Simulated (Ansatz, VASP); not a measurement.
## One calculation of Nb, two programs

```xyz
1
Lattice="-1.6557 1.6557 1.6557 1.6557 -1.6557 1.6557 1.6557 1.6557 -1.6557" Properties=species:S:1:pos:R:3 pbc="T T T"
Nb    0.0000    0.0000    0.0000
```

Alike in both runs: functional PBE; k mesh 14 × 14 × 14; occupations gaussian, width 0.05 eV; no spin polarisation.

Ansatz relaxed the structure, and its values are those at the end. VASP's run is a single point on that final structure, the one shown.

|  | VASP | Ansatz |
| --- | --- | --- |
| version | VASP 6.6.1 | Ansatz 0.2.0 |
| potentials or method | VASP PAW PBE potentials, release 64 (Nb_sv) | scalar-relativistic, plane waves, PAW |
| plane-wave cutoff (eV) | 520 | 420 |
| valence electrons in the cell | 13 | 13 |

|  | VASP | Ansatz | Ansatz less VASP |
| --- | --- | --- | --- |
| gap on the k mesh at the Fermi level (eV) | none | none | - |
| pressure (GPa) | -0.3 | 0.0 | +0.29 |

A gap of «none» marks a metal or a gap that the smearing closes.
